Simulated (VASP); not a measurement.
SnSe:

```
CELL_PARAMETERS angstrom
0.00000 3.06216 3.06216
3.06216 0.00000 3.06216
3.06216 3.06216 0.00000
ATOMIC_POSITIONS crystal
Sn 0.00000 0.00000 0.00000
Se 0.50000 0.50000 0.50000
```

This cell differs from its parent crystal: strain +2.0%.

Base run:

- Program: VASP 6.6.1
- Functional: HSE06
- Potentials or basis: VASP PAW PBE potentials, release 64 (Sn_d, Se)
- Cutoff: 400 eV
- k mesh: 6 × 6 × 6
- Occupations: fermi-dirac, width 0.02 eV
- Spin: no spin polarisation

Its results: band gap on the k mesh 0.13 eV; pressure -3.0 GPa.

Q: The run is repeated on the same cell with these changes: functional from HSE06 to PBE; cutoff from 400 eV to 500 eV; k mesh from 6 × 6 × 6 to 8 × 8 × 8. What comes out?

A: Band gap on the k mesh 0.37 eV; pressure -1.5 GPa.

Several settings changed at once.

Caveats: spin-orbit coupling is left out, which moves the levels of the heavy elements; the cell stands under tension (at least some runs); the PAW data sets were made with another functional, which shifts forces and pressure a little (at least some runs).

A k mesh can miss the band edges.
